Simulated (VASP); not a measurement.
# Ti2B (Fm-3m) in VASP: a series of runs

Ti2B is run at these levels: PBE; tasks: single point, relaxation of cell and atoms.

All numbers are computed with VASP 6.6.1; they aren't measurements. Logs are shortened: lines on timing, memory, paths and dates and some standing lists are left out, and cuts for length are marked.

## (1) The cell of the first run

The structure is cubic, space group Fm-3m (No. 225). The conventional cell has a = 5.456 Å, b = 5.456 Å, c = 5.456 Å, α = 90.00°, β = 90.00°, γ = 90.00°. Ti (site symmetry -43m) has 4 B at 2.36 Å and 6 Ti at 2.73 Å within 3.1 Å. Within 3.1 Å of B (site symmetry m-3m) lie 8 Ti at 2.36 Å.

## (2) Single point, PBE

INCAR reads:

```
ALGO = Normal
EDIFF = 1E-6
ENCUT = 520
GGA = PE
ISIF = 2
ISMEAR = 0
LASPH = T
LCHARG = F
LREAL = F
LWAVE = F
NBANDS = 20
NELM = 100
PREC = Accurate
SIGMA = 0.1
```

KPOINTS reads:

```
k-points
0
Gamma
  14 14 14
```

POSCAR reads:

```
Ti2B
1.0
    0.0000000000      2.7280602808      2.7280602808
    2.7280602808      0.0000000000      2.7280602808
    2.7280602808      2.7280602808      0.0000000000
Ti B
2 1
Direct
    0.2500000000      0.2500000000      0.2500000000
    0.7500000000      0.7500000000      0.7500000000
    0.0000000000      0.0000000000      0.0000000000
```

Potentials or basis: VASP PAW PBE potentials, release 64 (Ti_sv, B).

Started as:

```sh
> cat potpaw_PBE.64/Ti_sv/POTCAR potpaw_PBE.64/B/POTCAR > POTCAR
> mpirun -np 1 vasp_std > vasp.out
```

OUTCAR:

```text
EDIFF = 1E-6
   ENCUT = 520
   GGA = PE
   ISIF = 2
   ISMEAR = 0
   LASPH = T
   LREAL = F
   NELM = 100
   PREC = Accurate

 ion  position               nearest neighbor table
   1  0.250  0.250  0.250-   3 2.36   3 2.36   3 2.36   3 2.36   2 2.73   2 2.73   2 2.73   2 2.73
                             2 2.73   2 2.73
   2  0.750  0.750  0.750-   3 2.36   3 2.36   3 2.36   3 2.36   1 2.73   1 2.73   1 2.73   1 2.73
                             1 2.73   1 2.73
   3  0.000  0.000  0.000-   1 2.36   2 2.36   2 2.36   2 2.36   2 2.36   1 2.36   1 2.36   1 2.36

  LATTYP: Found a face centered cubic cell.
 ALAT       =     5.4561205616

  Lattice vectors:

 A1 = (   0.0000000000,   2.7280602808,   2.7280602808)
 A2 = (   2.7280602808,   0.0000000000,   2.7280602808)
 A3 = (   2.7280602808,   2.7280602808,   0.0000000000)

Analysis of symmetry for initial positions (statically):
=====================================================================
 Subroutine PRICEL returns:
 Original cell was already a primitive cell.

 Routine SETGRP: Setting up the symmetry group for a
 face centered cubic supercell.

 Subroutine GETGRP returns: Found 48 space group operations
 (whereof 48 operations were pure point group operations)
 out of a pool of 48 trial point group operations.

The static configuration has the point symmetry O_h .

Analysis of symmetry for dynamics (positions and initial velocities):
=====================================================================
 Subroutine PRICEL returns:
 Original cell was already a primitive cell.

 Routine SETGRP: Setting up the symmetry group for a
 face centered cubic supercell.

 Subroutine GETGRP returns: Found 48 space group operations
 (whereof 48 operations were pure point group operations)
 out of a pool of 48 trial point group operations.

The dynamic configuration has the point symmetry O_h .

 Subroutine INISYM returns: Found 48 space group operations
 (whereof 48 operations are pure point group operations),
 and found     1 'primitive' translations

----------------------------------------------------------------------------------------

                                     Primitive cell

  volume of cell :      40.6062

  direct lattice vectors                    reciprocal lattice vectors
     0.000000000  2.728060281  2.728060281    -0.183280408  0.183280408  0.183280408
     2.728060281  0.000000000  2.728060281     0.183280408 -0.183280408  0.183280408
     2.728060281  2.728060281  0.000000000     0.183280408  0.183280408 -0.183280408

  length of vectors
     3.858059848  3.858059848  3.858059848     0.317450978  0.317450978  0.317450978

  position of ions in fractional coordinates (direct lattice)
     0.250000000  0.250000000  0.250000000
     0.750000000  0.750000000  0.750000000
     0.000000000  0.000000000  0.000000000

  ion indices of the primitive-cell ions
   primitive index   ion index
                 1           1
                 2           2
                 3           3

----------------------------------------------------------------------------------------

 KPOINTS: k-points

Automatic generation of k-mesh.
 Grid dimensions read from file:
 generate k-points for:   14   14   14

 Generating k-lattice:

  Cartesian coordinates                     Fractional coordinates (reciprocal lattice)
    -0.013091458  0.013091458  0.013091458     0.071428571  0.000000000  0.000000000
     0.013091458 -0.013091458  0.013091458     0.000000000  0.071428571  0.000000000
     0.013091458  0.013091458 -0.013091458     0.000000000  0.000000000  0.071428571

  Length of vectors
     0.022675070  0.022675070  0.022675070

  Shift w.r.t. Gamma in fractional coordinates (k-lattice)
     0.000000000  0.000000000  0.000000000

 Subroutine IBZKPT returns following result:
 ===========================================

 Found    104 irreducible k-points:

 Following reciprocal coordinates:
            Coordinates               Weight
  0.000000  0.000000  0.000000      1.000000
  0.071429  0.000000  0.000000      8.000000
  0.142857  0.000000  0.000000      8.000000
  0.214286  0.000000  0.000000      8.000000
  0.285714  0.000000  0.000000      8.000000
  0.357143  0.000000  0.000000      8.000000
[... 16 lines left out ...]
  0.214286  0.142857  0.000000     24.000000
  0.285714  0.142857  0.000000     24.000000
 [... further k-points ...]
   k-points           NKPTS =    104   k-points in BZ     NKDIM =    104   number of bands    NBANDS=     20
   number of dos      NEDOS =    301   number of ions     NIONS =      3
   total plane-waves  NPLWV =  27000
   dimension x,y,z NGX =    30 NGY =   30 NGZ =   30
   dimension x,y,z NGXF=    60 NGYF=   60 NGZF=   60
   ions per type =               2   1
   NGX,Y,Z   is equivalent  to a cutoff of  12.93, 12.93, 12.93 a.u.
   NGXF,Y,Z  is equivalent  to a cutoff of  25.85, 25.85, 25.85 a.u.
 SYSTEM =  unknown system
   PREC   = accura    normal or accurate (medium, high low for compatibility)
   ISTART =      0    job   : 0-new  1-cont  2-samecut
   ICHARG =      2    charge: 1-file 2-atom 10-const
   ISPIN  =      1    spin polarized calculation?
   LNONCOLLINEAR =      F non collinear calculations
   LSORBIT =      F    spin-orbit coupling
   LASPH  =      T    aspherical Exc in radial PAW
   ENCUT  =  520.0 eV  38.22 Ry    6.18 a.u.   7.17  7.17  7.17*2*pi/ulx,y,z
   NELM   =    100;   NELMIN=  2; NELMDL= -5     # of ELM steps
   EDIFF  = 0.1E-05   stopping-criterion for ELM
   LREAL  =      F    real-space projection
   EDIFFG = 0.1E-04   stopping-criterion for IOM
   NSW    =      0    number of steps for IOM
   IBRION =     -1    ionic relax: 0-MD 1-quasi-New 2-CG
   NFREE  =      0    steps in history (QN), initial steepest desc. (CG)
   ISIF   =      2    stress and relaxation
   ISYM   =      2    0-nonsym 1-usesym 2-fastsym
   POTIM  = 0.5000    time-step for ionic-motion
   TEBEG  =    0.0;   TEEND  =   0.0 temperature during run
   PSTRESS=    0.0 pullay stress
   NELECT =      27.0000    total number of electrons
   NUPDOWN=      -1.0000    fix difference up-down
   EMIN   =  10.00;   EMAX   =-10.00  energy-range for DOS
   EFERMI =   0.00;   METHOD = LEGACY
   ISMEAR =     0;   SIGMA  =   0.10  broadening in eV -4-tet -1-fermi 0-gaus
   EFERMI_NEDOS =   21; number of points for ismear=-14 and -15
   IALGO  =     38    algorithm
   IMIX   =      4    mixing-type and parameters
     AMIX     =   0.40;   BMIX     =  1.00
     AMIX_MAG =   1.60;   BMIX_MAG =  1.00
  volume/ion in A,a.u.               =      13.54        91.34
  Fermi-wavevector in a.u.,A,eV,Ry     =   1.428890  2.700211 27.779377  2.041727
  Thomas-Fermi vector in A             =   2.548903
   LORBIT       =      0    0 simple, 1 ext, 2 COOP (PROOUT), +10 PAW based schemes
   GGA     = PE    functional components
   LHFCALC =     F    Hartree Fock is set to
   AEXX    =    0.0000 exact exchange contribution
   IVDW    =     0    specifies the selected vdW correction
   LEPSILON=     F    determine dielectric tensor
   LRPA    =     F    only Hartree local field effects (RPA)
 non-spin polarized calculation
 Gauss-broadening in eV      SIGMA  =   0.10
  energy-cutoff  :      520.00
  volume of cell :       40.61
 maximum number of plane-waves:      1113
 NGX is ok and might be reduce to    30
   NGX = 15   NGY = 15   NGZ = 15

 number of electron      26.9999992 magnetization

 Free energy of the ion-electron system (eV)
  ---------------------------------------------------
  ext. energy  EPLUGINS =         0.00000000
  ---------------------------------------------------
  free energy    TOTEN  =       -23.32714573 eV

  energy without entropy =      -23.31717534  energy(sigma->0) =      -23.32216054

 E-fermi :   7.8539     XC(G=0): -11.6661

 val. band max:        7.8507717620   @ k =   0.4286   0.1429   0.0714
 cond. band min:       7.8608160666   @ k =  -0.2143   0.2143   0.0000
 fundamental gap:      0.0100443045
 Fermi energy:         7.8538535046

 k-point     1 :       0.0000    0.0000    0.0000
  band No.  band energies     occupation
      1     -48.7423      2.00000
      2     -48.4907      2.00000
      3     -25.1119      2.00000
      4     -25.1119      2.00000
      5     -25.1119      2.00000
      6     -24.6449      2.00000
[... 12 lines left out ...]
     19      12.5178      0.00000
     20      12.5178      0.00000

 k-point     2 :       0.0714    0.0000    0.0000
  band No.  band energies     occupation
      1     -48.7391      2.00000
      2     -48.4937      2.00000
      3     -25.1081      2.00000
      4     -25.1066      2.00000
      5     -25.1066      2.00000
      6     -24.6533      2.00000
[... 12 lines left out ...]
     19      12.3606      0.00000
     20      12.5144      0.00000

 k-point     3 :       0.1429    0.0000    0.0000
  band No.  band energies     occupation
      1     -48.7295      2.00000
      2     -48.5028      2.00000
      3     -25.0968      2.00000
      4     -25.0911      2.00000
      5     -25.0911      2.00000
      6     -24.6772      2.00000
[... 12 lines left out ...]
     19      11.9474      0.00000
     20      12.9717      0.00000

 k-point     4 :       0.2143    0.0000    0.0000
  band No.  band energies     occupation
      1     -48.7141      2.00000
      2     -48.5173      2.00000
      3     -25.0778      2.00000
      4     -25.0658      2.00000
      5     -25.0658      2.00000
      6     -24.7146      2.00000
[... 12 lines left out ...]
     19      11.4005      0.00000
     20      13.0298      0.00000

 k-point     5 :       0.2857    0.0000    0.0000
  band No.  band energies     occupation
      1     -48.6937      2.00000
      2     -48.5368      2.00000
      3     -25.0507      2.00000
      4     -25.0316      2.00000
      5     -25.0316      2.00000
      6     -24.7619      2.00000
[... 12 lines left out ...]
     19      10.8181      0.00000
     20      12.0493      0.00000
[... 353 lines left out ...]
      6     -24.6781      2.00000
[... 12 lines left out ...]
     19      12.2785      0.00000
     20      12.7722      0.00000

 k-point    22 :       0.1429    0.1429    0.0000
  band No.  band energies     occupation
      1     -48.7260      2.00000
      2     -48.5059      2.00000
      3     -25.1297      2.00000
      4     -25.1297      2.00000
      5     -25.0045      2.00000
      6     -24.7737      2.00000
[... 12 lines left out ...]
     19      12.5002      0.00000
     20      13.1408      0.00000

 k-point    23 :       0.2143    0.1429    0.0000
  band No.  band energies     occupation
      1     -48.7156      2.00000
      2     -48.5156      2.00000
      3     -25.1332      2.00000
      4     -25.1322      2.00000
      5     -24.9521      2.00000
      6     -24.8360      2.00000
[... 12 lines left out ...]
     19      12.2920      0.00000
     20      13.5647      0.00000

 k-point    24 :       0.2857    0.1429    0.0000
  band No.  band energies     occupation
      1     -48.7001      2.00000
      2     -48.5303      2.00000
      3     -25.1268      2.00000
      4     -25.1226      2.00000
      5     -24.9012      2.00000
      6     -24.8967      2.00000
[... 12 lines left out ...]
     19      11.7841      0.00000
     20      12.7823      0.00000

 [... further k-points ...]
[... 5 lines left out ...]
  --------------------------------------------------------------------------------------
  -------------------------------------------------------------------------------------
  Total       -0.0140129     -0.0140129     -0.0140129     -0.0000000      0.0000000     -0.0000000
  in kB       -0.5529001     -0.5529001     -0.5529001     -0.0000000      0.0000000     -0.0000000
  external PRESSURE =      -0.5529001 kB  Pullay stress =       0.0000000 kB

 VOLUME and BASIS-vectors are now :
 -----------------------------------------------------------------------------
  energy-cutoff  :      520.00
  volume of cell :       40.61
      direct lattice vectors                 reciprocal lattice vectors
     0.000000000  2.728060281  2.728060281    -0.183280408  0.183280408  0.183280408
     2.728060281  0.000000000  2.728060281     0.183280408 -0.183280408  0.183280408
     2.728060281  2.728060281  0.000000000     0.183280408  0.183280408 -0.183280408

 POSITION                                       TOTAL-FORCE (eV/Angst)
 -----------------------------------------------------------------------------------
      1.36403      1.36403      1.36403        -0.000000     -0.000000     -0.000000
      4.09209      4.09209      4.09209         0.000000      0.000000      0.000000
      0.00000      0.00000      0.00000         0.000000     -0.000000      0.000000
 -----------------------------------------------------------------------------------
    total drift:                               -0.000000      0.000000      0.000000

  FREE ENERGIE OF THE ION-ELECTRON SYSTEM (eV)
  ---------------------------------------------------
  free  energy   TOTEN  =       -23.3271457346 eV

  energy  without entropy=      -23.3171753446  energy(sigma->0) =      -23.32216054
```

Run time: 1.9 min. Hardware: 1 thread of AMD EPYC 7R43 (Zen 3), shared host; peak memory 0.18 GiB.

Results:

| Quantity | Value |
| --- | --- |
| Free energy | -23.3271 eV |
| Pressure | -0.1 GPa |

Levels at points of the mesh, in eV from the Fermi level:
| k point | band 11 | band 12 | band 13 | band 14 | band 15 | band 16 | band 17 | band 18 |
| --- | --- | --- | --- | --- | --- | --- | --- | --- |
| (0.00, 0.00, 0.00) | -2.88 | -2.88 | -1.17 | -1.17 | 3.47 | 3.47 | 3.47 | 4.50 |
| (0.50, 0.00, 0.00) | -1.70 | -1.70 | 0.50 | 0.50 | 1.35 | 1.63 | 1.63 | 1.70 |
| (0.50, 0.50, 0.00) | -1.48 | -0.55 | -0.55 | -0.41 | -0.24 | 2.11 | 2.11 | 2.54 |

(Continued in part 2 of 2.)
